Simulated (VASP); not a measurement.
# Sn4HO8 (a cell with a defect) in VASP: further runs

The runs below take Sn4HO8 (a cell with a defect) through single point, with PBE.

Everything below comes from runs of VASP 6.6.1. Logs are shortened: lines on timing, memory, paths and dates and some standing lists are left out, and cuts for length are marked.

### Step 1. The cell of the first run

The cell holds a defect, 13 atoms: a = 5.813 Å, b = 5.813 Å, c = 5.813 Å, α = 108.08°, β = 108.08°, γ = 112.29°.

### Step 2. Single point, PBE

Contents of INCAR:

```
PREC     = Accurate       # precision mode
ENCUT    = 520            # plane-wave cutoff, eV
EDIFF    = 1E-6           # SCF threshold, eV
ISMEAR   = 0              # smearing method
SIGMA    = 0.02           # smearing width, eV
LREAL    = F              # projectors in reciprocal space
LASPH    = T              # aspherical terms in the spheres
NELM     = 100            # most SCF steps
ALGO     = Normal         # electronic algorithm
ISIF     = 2              # what is computed and relaxed
LWAVE    = F              # write WAVECAR
LCHARG   = F              # write CHGCAR
GGA      = PE             # functional
NBANDS   = 64             # bands
```

Contents of KPOINTS:

```
Automatic mesh
0
Gamma
  3 3 3
```

Contents of POSCAR:

```
Sn4HO8
1.0
    0.0000000000      4.8271903452     -3.2381522545
    0.0000000000     -4.8271903452     -3.2381522545
   -4.8271903452      0.0000000000      3.2381522545
Sn O H
4 8 1
Direct
    0.2648905264      0.7540889692      0.5189795349
    0.7351095022      0.2459110593      0.4810206008
    0.0000000000      0.0000000000      0.0000000000
    0.4999999607      0.4999999607      0.0000000000
    0.5652472342      0.7794099098      0.8446571833
    0.0421945260      0.3225511938      0.8647456805
    0.9578053989      0.6774487311      0.1352542480
    0.4347528452      0.2205901696      0.1553427452
    0.4601048864      0.1901739520      0.6591585938
   -0.0310153225      0.6990538789      0.6591588010
    0.5398950386      0.8098259729      0.3408413347
    0.0310152189      0.3009461532      0.3408411275
    0.9999999267      0.4999999625      0.9999999285
```

Potentials or basis: VASP PAW PBE potentials, release 64 (Sn_d, O, H).

Command:

```
$ cat potpaw_PBE.64/Sn_d/POTCAR potpaw_PBE.64/O/POTCAR potpaw_PBE.64/H/POTCAR > POTCAR
$ mpirun -np 1 vasp_std > vasp.out
```

OUTCAR:

```text
PREC = Accurate
   ENCUT = 520
   EDIFF = 1E-6
   ISMEAR = 0
   LREAL = F
   LASPH = T
   NELM = 100
   ISIF = 2
   GGA = PE

 ion  position               nearest neighbor table
   1  0.265  0.754  0.519-   5 2.06   9 2.08  10 2.08  11 2.14  12 2.14   7 2.16   2 3.25   2 3.25
                             3 3.69   4 3.69   4 3.75   3 3.75
   2  0.735  0.246  0.481-   8 2.06  11 2.08  12 2.08   9 2.14  10 2.14   6 2.16   1 3.25   1 3.25
                             3 3.69   4 3.69   4 3.75   3 3.75
   3  0.000  0.000  0.000-   5 2.06   8 2.06  10 2.10  12 2.10   6 2.21   7 2.21   4 3.24   4 3.24
                             1 3.69   2 3.69   1 3.75   2 3.75
   4  0.500  0.500  0.000-   8 2.06   5 2.06  11 2.10   9 2.10   6 2.21   7 2.21   3 3.24   3 3.24
                             1 3.69   2 3.69   1 3.75   2 3.75
   5  0.565  0.779  0.845-   1 2.06   3 2.06   4 2.06
   6  0.042  0.323  0.865-  13 1.25   2 2.16   4 2.21   3 2.21
   7  0.958  0.677  0.135-  13 1.25   1 2.16   4 2.21   3 2.21
   8  0.435  0.221  0.155-   2 2.06   4 2.06   3 2.06
   9  0.460  0.190  0.659-   1 2.08   4 2.10   2 2.14
  10  0.969  0.699  0.659-   1 2.08   3 2.10   2 2.14
  11  0.540  0.810  0.341-   2 2.08   4 2.10   1 2.14
  12  0.031  0.301  0.341-   2 2.08   3 2.10   1 2.14
  13  1.000  0.500  1.000-   7 1.25   6 1.25

  LATTYP: Found a body centered tetragonal cell.
 ALAT       =     6.8266780543
 C/A-ratio  =     0.9486758358

  Lattice vectors:

 A1 = (   0.0000000000,   4.8271903452,  -3.2381522545)
 A2 = (   0.0000000000,  -4.8271903452,  -3.2381522545)
 A3 = (  -4.8271903452,   0.0000000000,   3.2381522545)

Analysis of symmetry for initial positions (statically):
=====================================================================
 Subroutine PRICEL returns:
 Original cell was already a primitive cell.

 Routine SETGRP: Setting up the symmetry group for a
 body centered tetragonal supercell.

 Subroutine GETGRP returns: Found  4 space group operations
 (whereof  2 operations were pure point group operations)
 out of a pool of 16 trial point group operations.

The static configuration has the point symmetry S_2 .
 The point group associated with its full space group is C_2h.

Analysis of symmetry for dynamics (positions and initial velocities):
=====================================================================
 Subroutine PRICEL returns:
 Original cell was already a primitive cell.

 Routine SETGRP: Setting up the symmetry group for a
 body centered tetragonal supercell.

 Subroutine GETGRP returns: Found  4 space group operations
 (whereof  2 operations were pure point group operations)
 out of a pool of 16 trial point group operations.

The dynamic configuration has the point symmetry S_2 .
 The point group associated with its full space group is C_2h.

 Subroutine INISYM returns: Found  4 space group operations
 (whereof  2 operations are pure point group operations),
 and found     1 'primitive' translations

----------------------------------------------------------------------------------------

                                     Primitive cell

  volume of cell :     150.9093

  direct lattice vectors                    reciprocal lattice vectors
     0.000000000  4.827190345 -3.238152255    -0.103579922  0.103579922 -0.154409046
     0.000000000 -4.827190345 -3.238152255    -0.103579922 -0.103579922 -0.154409046
    -4.827190345  0.000000000  3.238152255    -0.207159844  0.000000000  0.000000000

  length of vectors
     5.812692720  5.812692720  5.812692720     0.212837389  0.212837389  0.207159844

  position of ions in fractional coordinates (direct lattice)
     0.264890526  0.754088969  0.518979535
     0.735109502  0.245911059  0.481020601
     0.000000000  0.000000000  0.000000000
     0.499999961  0.499999961  0.000000000
     0.565247234  0.779409910  0.844657183
     0.042194526  0.322551194  0.864745681
     0.957805399  0.677448731  0.135254248
     0.434752845  0.220590170  0.155342745
     0.460104886  0.190173952  0.659158594
[... 23 lines left out ...]
 KPOINTS: Automatic mesh

Automatic generation of k-mesh.
 Grid dimensions read from file:
 generate k-points for:    3    3    3

 Generating k-lattice:

  Cartesian coordinates                     Fractional coordinates (reciprocal lattice)
    -0.034526641  0.034526641 -0.051469682     0.333333333  0.000000000 -0.000000000
    -0.034526641 -0.034526641 -0.051469682     0.000000000  0.333333333 -0.000000000
    -0.069053281  0.000000000  0.000000000     0.000000000  0.000000000  0.333333333

  Length of vectors
     0.070945796  0.070945796  0.069053281

  Shift w.r.t. Gamma in fractional coordinates (k-lattice)
     0.000000000  0.000000000  0.000000000

 Subroutine IBZKPT returns following result:
 ===========================================

 Found     10 irreducible k-points:

 Following reciprocal coordinates:
            Coordinates               Weight
  0.000000  0.000000  0.000000      1.000000
  0.333333  0.000000 -0.000000      4.000000
  0.333333  0.000000 -0.333333      4.000000
  0.333333  0.333333 -0.000000      4.000000
 -0.333333 -0.000000 -0.333333      4.000000
 -0.333333  0.333333  0.000000      2.000000
  0.000000  0.000000  0.333333      2.000000
 -0.333333  0.333333  0.333333      2.000000
  0.333333 -0.333333  0.333333      2.000000
 -0.333333 -0.333333  0.333333      2.000000
   k-points           NKPTS =     10   k-points in BZ     NKDIM =     10   number of bands    NBANDS=     64
   number of dos      NEDOS =    301   number of ions     NIONS =     13
   total plane-waves  NPLWV = 110592
   dimension x,y,z NGX =    48 NGY =   48 NGZ =   48
   dimension x,y,z NGXF=    96 NGYF=   96 NGZF=   96
   ions per type =               4   8   1
   NGX,Y,Z   is equivalent  to a cutoff of  13.73, 13.73, 13.73 a.u.
   NGXF,Y,Z  is equivalent  to a cutoff of  27.46, 27.46, 27.46 a.u.
 SYSTEM =  unknown system
   PREC   = accura    normal or accurate (medium, high low for compatibility)
   ISTART =      0    job   : 0-new  1-cont  2-samecut
   ICHARG =      2    charge: 1-file 2-atom 10-const
   ISPIN  =      1    spin polarized calculation?
   LNONCOLLINEAR =      F non collinear calculations
   LSORBIT =      F    spin-orbit coupling
   LASPH  =      T    aspherical Exc in radial PAW
   ENCUT  =  520.0 eV  38.22 Ry    6.18 a.u.  10.81 10.81 10.81*2*pi/ulx,y,z
   NELM   =    100;   NELMIN=  2; NELMDL= -5     # of ELM steps
   EDIFF  = 0.1E-05   stopping-criterion for ELM
   LREAL  =      F    real-space projection
   EDIFFG = 0.1E-04   stopping-criterion for IOM
   NSW    =      0    number of steps for IOM
   IBRION =     -1    ionic relax: 0-MD 1-quasi-New 2-CG
   NFREE  =      0    steps in history (QN), initial steepest desc. (CG)
   ISIF   =      2    stress and relaxation
   ISYM   =      2    0-nonsym 1-usesym 2-fastsym
   POTIM  = 0.5000    time-step for ionic-motion
   TEBEG  =    0.0;   TEEND  =   0.0 temperature during run
   PSTRESS=    0.0 pullay stress
   NELECT =     105.0000    total number of electrons
   NUPDOWN=      -1.0000    fix difference up-down
   EMIN   =  10.00;   EMAX   =-10.00  energy-range for DOS
   EFERMI =   0.00;   METHOD = LEGACY
   ISMEAR =     0;   SIGMA  =   0.02  broadening in eV -4-tet -1-fermi 0-gaus
   EFERMI_NEDOS =   21; number of points for ismear=-14 and -15
   IALGO  =     38    algorithm
   IMIX   =      4    mixing-type and parameters
     AMIX     =   0.40;   BMIX     =  1.00
     AMIX_MAG =   1.60;   BMIX_MAG =  1.00
  volume/ion in A,a.u.               =      11.61        78.34
  Fermi-wavevector in a.u.,A,eV,Ry     =   1.450661  2.741352 28.632331  2.104417
  Thomas-Fermi vector in A             =   2.568247
   LORBIT       =      0    0 simple, 1 ext, 2 COOP (PROOUT), +10 PAW based schemes
   GGA     = PE    functional components
   LHFCALC =     F    Hartree Fock is set to
   AEXX    =    0.0000 exact exchange contribution
   IVDW    =     0    specifies the selected vdW correction
   LEPSILON=     F    determine dielectric tensor
   LRPA    =     F    only Hartree local field effects (RPA)
 non-spin polarized calculation
 Gauss-broadening in eV      SIGMA  =   0.02
  energy-cutoff  :      520.00
  volume of cell :      150.91
 maximum number of plane-waves:      4079
 NGX is ok and might be reduce to    48
   NGX = 21   NGY = 21   NGZ = 21

 number of electron     104.9999985 magnetization

 Free energy of the ion-electron system (eV)
  ---------------------------------------------------
  ext. energy  EPLUGINS =         0.00000000
  ---------------------------------------------------
  free energy    TOTEN  =       -77.13936884 eV

  energy without entropy =      -77.13870306  energy(sigma->0) =      -77.13903595

 E-fermi :   8.9408     XC(G=0): -11.1026

 val. band max:        8.3951668892   @ k =   0.3333   0.0000  -0.3333
 cond. band min:       8.9503175525   @ k =   0.3333  -0.3333   0.3333
 fundamental gap:      0.5551506633
 Fermi energy:         8.9407788270

 k-point     1 :       0.0000    0.0000    0.0000
  band No.  band energies     occupation
      1     -15.1792      2.00000
      2     -14.9628      2.00000
      3     -14.7656      2.00000
      4     -14.5110      2.00000
      5     -14.4607      2.00000
      6     -14.4282      2.00000
[... 659 lines left out ...]
     63      15.6360      0.00000
     64      15.7656      0.00000

------------------------ aborting loop because EDIFF is reached ----------------------------------------

  FORCE on cell =-STRESS in cart. coord.  units (eV):
  Direction    XX          YY          ZZ          XY          YZ          ZX
  --------------------------------------------------------------------------------------
  -------------------------------------------------------------------------------------
  Total        9.7741515      3.2450299      9.5089247     -3.7132116      0.0000000      0.0000000
  in kB      103.7704116     34.4519003    100.9545467    -39.4225008      0.0000000      0.0000000
  external PRESSURE =      79.7256195 kB  Pullay stress =       0.0000000 kB

 VOLUME and BASIS-vectors are now :
 -----------------------------------------------------------------------------
  energy-cutoff  :      520.00
  volume of cell :      150.91
      direct lattice vectors                 reciprocal lattice vectors
     0.000000000  4.827190345 -3.238152255    -0.103579922  0.103579922 -0.154409046
     0.000000000 -4.827190345 -3.238152255    -0.103579922 -0.103579922 -0.154409046
    -4.827190345  0.000000000  3.238152255    -0.207159844  0.000000000  0.000000000

 POSITION                                       TOTAL-FORCE (eV/Angst)
 -----------------------------------------------------------------------------------
     -2.50521     -2.36145     -1.61908         0.014407     -0.011653     -0.000000
     -2.32198      2.36145     -1.61908        -0.014407      0.011653     -0.000000
      0.00000      0.00000      0.00000        -0.000000      0.000000     -0.000000
      0.00000      0.00000     -3.23815        -0.000000      0.000000     -0.000000
     -4.07732     -1.03380     -1.61908        -0.013271     -0.009277     -0.000000
     -4.17429     -1.35334      1.61908        -0.000789     -0.011773     -0.000000
     -0.65290      1.35334     -4.85723         0.000789      0.011773     -0.000000
     -0.74987      1.03380     -1.61908         0.013271      0.009277      0.000000
     -3.18188      1.30301      0.02875         0.003495     -0.016188     -0.009505
     -3.18189      1.30301     -3.26691         0.003495     -0.016188      0.009505
     -1.64531     -1.30301     -3.26691        -0.003495      0.016188      0.009505
     -1.64530     -1.30301      0.02875        -0.003495      0.016188     -0.009505
     -4.82719      2.41359     -1.61908        -0.000000      0.000000     -0.000000
 -----------------------------------------------------------------------------------
    total drift:                               -0.001376     -0.000428     -0.000030

  FREE ENERGIE OF THE ION-ELECTRON SYSTEM (eV)
  ---------------------------------------------------
  free  energy   TOTEN  =       -77.1393688406 eV

  energy  without entropy=      -77.1387030570  energy(sigma->0) =      -77.13903595
```

Run time: 2 min. Hardware: 1 thread of Intel Xeon Platinum 8259CL at 2.50GHz (Skylake/Cascade Lake), shared host; peak memory 0.35 GiB.

What came out:

| Property | Result |
| --- | --- |
| Free energy | -77.1394 eV |
| Pressure | 8.0 GPa |
| Largest force | 0.019 eV/Å |

Forces on the atoms (eV/Å):
```
Sn   0.014 -0.012  0.000
Sn  -0.014  0.012  0.000
Sn   0.000  0.000  0.000
Sn   0.000  0.000  0.000
O   -0.013 -0.009  0.000
O   -0.001 -0.012  0.000
O    0.001  0.012  0.000
O    0.013  0.009  0.000
O    0.003 -0.016 -0.010
O    0.003 -0.016  0.010
O   -0.003  0.016  0.010
O   -0.003  0.016 -0.010
H    0.000  0.000  0.000
```

Caveat: the k points lie up to 0.45 Å⁻¹ apart; spin-orbit coupling is left out, which moves the levels of the heavy elements; an odd number of electrons without spin polarisation forces a metal; a magnetic or distorted state may lie lower.

### Step 3. Single point, PBE

Contents of INCAR:

```
SYSTEM = Sn4HO8
  PREC = Accurate
  ENCUT = 520
  EDIFF = 1E-6
  ISMEAR = 0
  SIGMA = 0.02
  LREAL = .False.
  LASPH = .True.
  NELM = 100
  ALGO = Normal
  ISIF = 2
  LWAVE = .False.
  LCHARG = .False.
  GGA = PE
  NELECT = 106.0
  NBANDS = 64
```

Contents of KPOINTS:

```
Automatic mesh
0
Gamma
  3 3 3
  0 0 0
```

Contents of POSCAR:

```
Sn4HO8
1.0
    0.0000000000      4.8271903452     -3.2381522545
    0.0000000000     -4.8271903452     -3.2381522545
   -4.8271903452      0.0000000000      3.2381522545
Sn O H
4 8 1
Direct
    0.2499999804      0.7499999446      0.4999999642
    0.7499999446      0.2499999804      0.4999999642
    0.0213742348     -0.0231723823     -0.0017981474
    0.4786257259      0.5231723430      0.0017981474
    0.5728164614      0.7698563401      0.8165959322
    0.0467402626      0.2437791055      0.8165953108
    0.9271834243      0.7301435456      0.1834039963
    0.4532598053      0.2562209624      0.1834048249
    0.4795416867      0.1990708738      0.6786125605
   -0.0568303672      0.6800552216      0.6232248544
    0.5568302244      0.8199447712      0.3767750741
    0.0204583812      0.3009291940      0.3213875752
    0.2499999786      0.7499999428      0.0000000000
```

Potentials or basis: VASP PAW PBE potentials, release 64 (Sn_d, O, H).

Command:

```
$ cat potpaw_PBE.64/Sn_d/POTCAR potpaw_PBE.64/O/POTCAR potpaw_PBE.64/H/POTCAR > POTCAR
$ mpirun -np 1 vasp_std > vasp.out
```

Wall time 2.4 min (1 thread of Intel Xeon Platinum 8259CL at 2.50GHz (Skylake/Cascade Lake), shared host); peak memory 0.35 GiB.

Results (log left out):

```
Free energy   : -66.6047 eV
Largest force : 0.025 eV/Å
```

Forces on the atoms (eV/Å):
```
Sn   0.000  0.000  0.000
Sn   0.000  0.000  0.000
Sn  -0.025 -0.007  0.000
Sn   0.025  0.007  0.000
O   -0.001 -0.023 -0.005
O   -0.001 -0.023  0.005
O    0.001  0.023  0.005
O    0.001  0.023 -0.005
O   -0.011 -0.016  0.000
O    0.003 -0.007  0.000
O   -0.003  0.007  0.000
O    0.011  0.016  0.000
H    0.000  0.000  0.000
```

Levels at points of the mesh, in eV from the Fermi level:
```csv
k point,band 51,band 52,band 53,band 54,band 55,band 56
"(0.00, 0.00, 0.00)",-2.80,-2.40,-2.06,0.24,1.90,2.01
```

Caveat: the k points lie up to 0.45 Å⁻¹ apart; the cell carries a net charge on a neutralising background, which shifts energy and pressure; the cell is charged against a uniform background, so pressure and absolute levels hang on convention; spin-orbit coupling is left out, which moves the levels of the heavy elements.
